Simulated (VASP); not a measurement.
# Tb2GeO (I4/mcm) in VASP: single point with PBE

Aim: the single point of Tb2GeO with PBE.

Program: VASP 6.6.1. These are calculated values, not measurements. Logs are shortened: lines on timing, memory, paths and dates and some standing lists are left out, and cuts for length are marked.

## Step 1: The cell of the first run

The structure is tetragonal, space group I4/mcm (No. 140). Conventional cell: a = 7.256 Å, b = 7.256 Å, c = 5.891 Å, α = 90.00°, β = 90.00°, γ = 90.00°. Within 2.9 Å of Tb (site symmetry m2m) lie 2 O at 2.20 Å. Ge (site symmetry 422) has 2 Ge at 2.95 Å and 8 Tb at 3.10 Å and 4 O at 3.63 Å within 3.9 Å. Within 3.0 Å of O (site symmetry -42m) lie 4 Tb at 2.20 Å and 2 O at 2.95 Å.

## Step 2: Single point, PBE (19.38 Å³/atom)

File INCAR:

```
SYSTEM = Tb2GeO
ALGO = Normal
EDIFF = 1E-6
ENCUT = 600
GGA = PE
GGA_COMPAT = .False.
ISIF = 2
ISMEAR = 0
LASPH = .True.
LCHARG = .True.
LELF = .True.
LMAXMIX = 6
LREAL = .False.
LVHAR = .True.
LWAVE = .False.
NBANDS = 48
NELM = 200
PREC = Accurate
SIGMA = 0.1
```

File KPOINTS:

```
k-points
0
Gamma
  8 8 8
  0 0 0
```

File POSCAR:

```
Tb2GeO
1.0
   -3.6278100358      3.6278100358      2.9452709106
    3.6278100358     -3.6278100358      2.9452709106
    3.6278100358      3.6278100358     -2.9452709106
Tb Ge O
4 2 2
Direct
    0.6592162842      0.1592162842      0.8184325685
    0.3407837158      0.8407837158      0.1815674315
    0.1592162842      0.3407837158      0.5000000000
    0.8407837158      0.6592162842      0.5000000000
    0.7500000000      0.7500000000      0.0000000000
    0.2500000000      0.2500000000      0.0000000000
    0.7500000000      0.2500000000      0.5000000000
    0.2500000000      0.7500000000      0.5000000000
```

Potentials or basis: VASP PAW PBE potentials, release 64 (Tb_3, Ge_d, O), 4f in core.

Command:

```sh
$ cat potpaw_PBE.64/Tb_3/POTCAR potpaw_PBE.64/Ge_d/POTCAR potpaw_PBE.64/O/POTCAR > POTCAR
$ mpirun -np 1 vasp_std > vasp.out
```

OUTCAR:

```text
SYSTEM = Tb2GeO
   EDIFF = 1E-6
   ENCUT = 600
   GGA = PE
   ISIF = 2
   ISMEAR = 0
   LASPH = .True.
   LREAL = .False.
   NELM = 200
   PREC = Accurate

 ion  position               nearest neighbor table
   1  0.659  0.159  0.818-   8 2.20   7 2.20   5 3.10   6 3.10   6 3.10   5 3.10   2 3.27   2 3.49
                             2 3.49   3 3.74   4 3.74   4 3.74   3 3.74
   2  0.341  0.841  0.182-   7 2.20   8 2.20   5 3.10   6 3.10   6 3.10   5 3.10   1 3.27   1 3.49
                             1 3.49   4 3.74   3 3.74   3 3.74   4 3.74
   3  0.159  0.341  0.500-   7 2.20   8 2.20   5 3.10   6 3.10   6 3.10   5 3.10   4 3.27   4 3.49
                             4 3.49   1 3.74   2 3.74   1 3.74   2 3.74
   4  0.841  0.659  0.500-   7 2.20   8 2.20   6 3.10   5 3.10   5 3.10   6 3.10   3 3.27   3 3.49
                             3 3.49   1 3.74   2 3.74   1 3.74   2 3.74
   5  0.750  0.750  0.000-   1 3.10   2 3.10   2 3.10   1 3.10   4 3.10   4 3.10   3 3.10   3 3.10

   6  0.250  0.250  0.000-   1 3.10   2 3.10   2 3.10   1 3.10   3 3.10   3 3.10   4 3.10   4 3.10

   7  0.750  0.250  0.500-   3 2.20   4 2.20   2 2.20   1 2.20
   8  0.250  0.750  0.500-   3 2.20   4 2.20   1 2.20   2 2.20

  LATTYP: Found a body centered tetragonal cell.
 ALAT       =     7.2556200716
 C/A-ratio  =     0.8118591882

  Lattice vectors:

 A1 = (  -3.6278100358,   3.6278100358,   2.9452709106)
 A2 = (   3.6278100358,  -3.6278100358,   2.9452709106)
 A3 = (   3.6278100358,   3.6278100358,  -2.9452709106)

Analysis of symmetry for initial positions (statically):
=====================================================================
 Subroutine PRICEL returns:
 Original cell was already a primitive cell.

 Routine SETGRP: Setting up the symmetry group for a
 body centered tetragonal supercell.

 Subroutine GETGRP returns: Found 16 space group operations
 (whereof  8 operations were pure point group operations)
 out of a pool of 16 trial point group operations.

The static configuration has the point symmetry C_4h.
 The point group associated with its full space group is D_4h.

Analysis of symmetry for dynamics (positions and initial velocities):
=====================================================================
 Subroutine PRICEL returns:
 Original cell was already a primitive cell.

 Routine SETGRP: Setting up the symmetry group for a
 body centered tetragonal supercell.

 Subroutine GETGRP returns: Found 16 space group operations
 (whereof  8 operations were pure point group operations)
 out of a pool of 16 trial point group operations.

The dynamic configuration has the point symmetry C_4h.
 The point group associated with its full space group is D_4h.

 Subroutine INISYM returns: Found 16 space group operations
 (whereof  8 operations are pure point group operations),
 and found     1 'primitive' translations

----------------------------------------------------------------------------------------

                                     Primitive cell

  volume of cell :     155.0509

  direct lattice vectors                    reciprocal lattice vectors
    -3.627810036  3.627810036  2.945270911     0.000000000  0.137824196  0.169763670
     3.627810036 -3.627810036  2.945270911     0.137824196  0.000000000  0.169763670
     3.627810036  3.627810036 -2.945270911     0.137824196  0.137824196  0.000000000

  length of vectors
     5.915795132  5.915795132  5.915795132     0.218666899  0.218666899  0.194912847

  position of ions in fractional coordinates (direct lattice)
     0.659216284  0.159216284  0.818432569
     0.340783716  0.840783716  0.181567431
     0.159216284  0.340783716  0.500000000
     0.840783716  0.659216284  0.500000000
     0.750000000  0.750000000  0.000000000
     0.250000000  0.250000000  0.000000000
     0.750000000  0.250000000  0.500000000
     0.250000000  0.750000000  0.500000000

  ion indices of the primitive-cell ions
   primitive index   ion index
                 1           1
                 2           2
                 3           3
                 4           4
                 5           5
                 6           6
                 7           7
                 8           8

----------------------------------------------------------------------------------------

 KPOINTS: k-points

Automatic generation of k-mesh.
 Grid dimensions read from file:
 generate k-points for:    8    8    8

 Generating k-lattice:

  Cartesian coordinates                     Fractional coordinates (reciprocal lattice)
     0.000000000  0.017228024  0.021220459     0.125000000  0.000000000 -0.000000000
     0.017228024  0.000000000  0.021220459     0.000000000  0.125000000 -0.000000000
     0.017228024  0.017228024  0.000000000     0.000000000  0.000000000  0.125000000

  Length of vectors
     0.027333362  0.027333362  0.024364106

  Shift w.r.t. Gamma in fractional coordinates (k-lattice)
     0.000000000  0.000000000  0.000000000

 Subroutine IBZKPT returns following result:
 ===========================================

 Found     59 irreducible k-points:

 Following reciprocal coordinates:
            Coordinates               Weight
  0.000000  0.000000  0.000000      1.000000
  0.125000  0.000000  0.000000      8.000000
  0.250000  0.000000  0.000000      8.000000
  0.375000  0.000000  0.000000      8.000000
  0.500000  0.000000  0.000000      4.000000
  0.125000  0.125000  0.000000      8.000000
[... 16 lines left out ...]
  0.250000  0.125000  0.125000     16.000000
  0.375000  0.125000  0.125000      8.000000
 [... further k-points ...]
   k-points           NKPTS =     59   k-points in BZ     NKDIM =     59   number of bands    NBANDS=     48
   number of dos      NEDOS =    301   number of ions     NIONS =      8
   total plane-waves  NPLWV = 110592
   dimension x,y,z NGX =    48 NGY =   48 NGZ =   48
   dimension x,y,z NGXF=    96 NGYF=   96 NGZF=   96
   ions per type =               4   2   2
   NGX,Y,Z   is equivalent  to a cutoff of  13.49, 13.49, 13.49 a.u.
   NGXF,Y,Z  is equivalent  to a cutoff of  26.98, 26.98, 26.98 a.u.
 SYSTEM =  Tb2GeO
   PREC   = accura    normal or accurate (medium, high low for compatibility)
   ISTART =      0    job   : 0-new  1-cont  2-samecut
   ICHARG =      2    charge: 1-file 2-atom 10-const
   ISPIN  =      1    spin polarized calculation?
   LNONCOLLINEAR =      F non collinear calculations
   LSORBIT =      F    spin-orbit coupling
   LASPH  =      T    aspherical Exc in radial PAW
   ENCUT  =  600.0 eV  44.10 Ry    6.64 a.u.  11.82 11.82 11.82*2*pi/ulx,y,z
   NELM   =    200;   NELMIN=  2; NELMDL= -5     # of ELM steps
   EDIFF  = 0.1E-05   stopping-criterion for ELM
   LREAL  =      F    real-space projection
   EDIFFG = 0.1E-04   stopping-criterion for IOM
   NSW    =      0    number of steps for IOM
   IBRION =     -1    ionic relax: 0-MD 1-quasi-New 2-CG
   NFREE  =      0    steps in history (QN), initial steepest desc. (CG)
   ISIF   =      2    stress and relaxation
   ISYM   =      2    0-nonsym 1-usesym 2-fastsym
   POTIM  = 0.5000    time-step for ionic-motion
   TEBEG  =    0.0;   TEEND  =   0.0 temperature during run
   PSTRESS=    0.0 pullay stress
   NELECT =      76.0000    total number of electrons
   NUPDOWN=      -1.0000    fix difference up-down
   EMIN   =  10.00;   EMAX   =-10.00  energy-range for DOS
   EFERMI =   0.00;   METHOD = LEGACY
   ISMEAR =     0;   SIGMA  =   0.10  broadening in eV -4-tet -1-fermi 0-gaus
   EFERMI_NEDOS =   21; number of points for ismear=-14 and -15
   IALGO  =     38    algorithm
   IMIX   =      4    mixing-type and parameters
     AMIX     =   0.40;   BMIX     =  1.00
     AMIX_MAG =   1.60;   BMIX_MAG =  1.00
  volume/ion in A,a.u.               =      19.38       130.79
  Fermi-wavevector in a.u.,A,eV,Ry     =   1.290787  2.439234 22.669090  1.666131
  Thomas-Fermi vector in A             =   2.422597
   LORBIT       =      0    0 simple, 1 ext, 2 COOP (PROOUT), +10 PAW based schemes
   GGA     = PE    functional components
   LHFCALC =     F    Hartree Fock is set to
   AEXX    =    0.0000 exact exchange contribution
   IVDW    =     0    specifies the selected vdW correction
   LEPSILON=     F    determine dielectric tensor
   LRPA    =     F    only Hartree local field effects (RPA)
 non-spin polarized calculation
 Gauss-broadening in eV      SIGMA  =   0.10
  energy-cutoff  :      600.00
  volume of cell :      155.05
 maximum number of plane-waves:      5200
   NGX = 23   NGY = 23   NGZ = 23

 number of electron      75.9999994 magnetization

 Free energy of the ion-electron system (eV)
  ---------------------------------------------------
  ext. energy  EPLUGINS =         0.00000000
  ---------------------------------------------------
  free energy    TOTEN  =       -51.82146894 eV

  energy without entropy =      -51.79001048  energy(sigma->0) =      -51.80573971

 E-fermi :   5.5230     XC(G=0): -10.8860

 val. band max:        5.5196095860   @ k =   0.3750   0.2500   0.0000
 cond. band min:       5.5271136666   @ k =  -0.1250   0.5000   0.1250
 fundamental gap:      0.0075040806
 Fermi energy:         5.5229553759

 k-point     1 :       0.0000    0.0000    0.0000
  band No.  band energies     occupation
      1     -18.7661      2.00000
      2     -18.6620      2.00000
      3     -18.6159      2.00000
      4     -18.6159      2.00000
      5     -18.5690      2.00000
      6     -18.5690      2.00000
[... 40 lines left out ...]
     47       8.7386      0.00000
     48       9.2512      0.00000

 k-point     2 :       0.1250    0.0000    0.0000
  band No.  band energies     occupation
      1     -18.7543      2.00000
      2     -18.6581      2.00000
      3     -18.6149      2.00000
      4     -18.6134      2.00000
      5     -18.5763      2.00000
      6     -18.5712      2.00000
[... 1114 lines left out ...]
 k-point    24 :       0.3750    0.1250    0.1250
  band No.  band energies     occupation
      1     -18.7134      2.00000
      2     -18.7134      2.00000
      3     -18.6098      2.00000
      4     -18.6098      2.00000
      5     -18.5988      2.00000
      6     -18.5988      2.00000
[... 40 lines left out ...]
     47       8.8941      0.00000
     48       8.8942      0.00000

 [... further k-points ...]

------------------------ aborting loop because EDIFF is reached ----------------------------------------

  FORCE on cell =-STRESS in cart. coord.  units (eV):
  Direction    XX          YY          ZZ          XY          YZ          ZX
  --------------------------------------------------------------------------------------
  -------------------------------------------------------------------------------------
  Total        6.0910731      6.0910731      6.3879605      0.0000000     -0.0000000      0.0000000
  in kB       62.9404840     62.9404840     66.0082911      0.0000000     -0.0000000      0.0000000
  external PRESSURE =      63.9630864 kB  Pullay stress =       0.0000000 kB

 VOLUME and BASIS-vectors are now :
 -----------------------------------------------------------------------------
  energy-cutoff  :      600.00
  volume of cell :      155.05
      direct lattice vectors                 reciprocal lattice vectors
    -3.627810036  3.627810036  2.945270911     0.000000000  0.137824196  0.169763670
     3.627810036 -3.627810036  2.945270911     0.137824196  0.000000000  0.169763670
     3.627810036  3.627810036 -2.945270911     0.137824196  0.137824196  0.000000000

 POSITION                                       TOTAL-FORCE (eV/Angst)
 -----------------------------------------------------------------------------------
      1.15521      4.78302     -0.00000         0.110281      0.110281      0.000000
      2.47260     -1.15521      2.94527        -0.110281     -0.110281      0.000000
      2.47260      1.15521      0.00000        -0.110281      0.110281     -0.000000
      1.15521      2.47260      2.94527         0.110281     -0.110281     -0.000000
      0.00000      0.00000      4.41791         0.000000      0.000000      0.000000
      0.00000      0.00000      1.47264         0.000000      0.000000      0.000000
     -0.00000      3.62781      1.47264        -0.000000      0.000000      0.000000
      3.62781     -0.00000      1.47264        -0.000000      0.000000      0.000000
 -----------------------------------------------------------------------------------
    total drift:                               -0.000000      0.000000     -0.000000

  FREE ENERGIE OF THE ION-ELECTRON SYSTEM (eV)
  ---------------------------------------------------
  free  energy   TOTEN  =       -51.8214689437 eV

  energy  without entropy=      -51.7900104822  energy(sigma->0) =      -51.80573971
```

It took 5.5 min on 1 thread of Intel Xeon 6975P-C (Granite Rapids), shared host; peak memory 0.64 GiB.

Results:

| Quantity | Value |
| --- | --- |
| Free energy | -51.8215 eV |
| Pressure | 6.4 GPa |
| Largest force | 0.156 eV/Å |
| Band gap on the k mesh | zero (bands 38 and 39 overlap by 0.14 eV) |

Forces on the atoms (eV/Å):
```
Tb   0.110  0.110  0.000
Tb  -0.110 -0.110  0.000
Tb  -0.110  0.110  0.000
Tb   0.110 -0.110  0.000
Ge   0.000  0.000  0.000
Ge   0.000  0.000  0.000
O    0.000  0.000  0.000
O    0.000  0.000  0.000
```

Caveat: the cell stands under pressure; spin-orbit coupling is left out, which moves the levels of the heavy elements; the 4f electrons are frozen in the core, so they carry no moment and show no levels; the run has no spin polarisation, though such a crystal can be magnetic.
